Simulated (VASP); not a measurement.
Here is a VASP 6.6.1 calculation.

Contents of INCAR:

```
PREC     = Accurate       # precision mode
ENCUT    = 520            # plane-wave cutoff, eV
EDIFF    = 1E-6           # SCF threshold, eV
ISMEAR   = 0              # smearing method
SIGMA    = 0.01           # smearing width, eV
LREAL    = F              # projectors in reciprocal space
LASPH    = T              # aspherical terms in the spheres
NELM     = 80             # most SCF steps
ALGO     = Normal         # electronic algorithm
ISIF     = 2              # what is computed and relaxed
LWAVE    = F              # write WAVECAR
LCHARG   = F              # write CHGCAR
GGA      = PE             # functional
NBANDS   = 11             # bands
```

Contents of KPOINTS:

```
Automatic mesh
0
Gamma
  6 6 6
```

POSCAR

```
BeS
1.0
    0.0000000000      2.3172972170      2.3172972170
    2.3172972170      0.0000000000      2.3172972170
    2.3172972170      2.3172972170      0.0000000000
Be S
1 1
Direct
    0.0000000000      0.0000000000      0.0000000000
    0.5000000000      0.5000000000      0.5000000000
```

Potentials or basis: VASP PAW PBE potentials, release 64 (Be, S).

The run is started by

```bash
$ cat potpaw_PBE.64/Be/POTCAR potpaw_PBE.64/S/POTCAR > POTCAR
$ mpirun -np 1 vasp_std > vasp.out
```

Q: What does it give for the band gap on the k mesh?

A: 0.98 eV, indirect (least direct gap 4.14 eV).

Q: What does it give for the pressure?

A: -0.2 GPa.

A k mesh can miss the band edges. As with any semilocal functional, this PBE gap is likely too small.
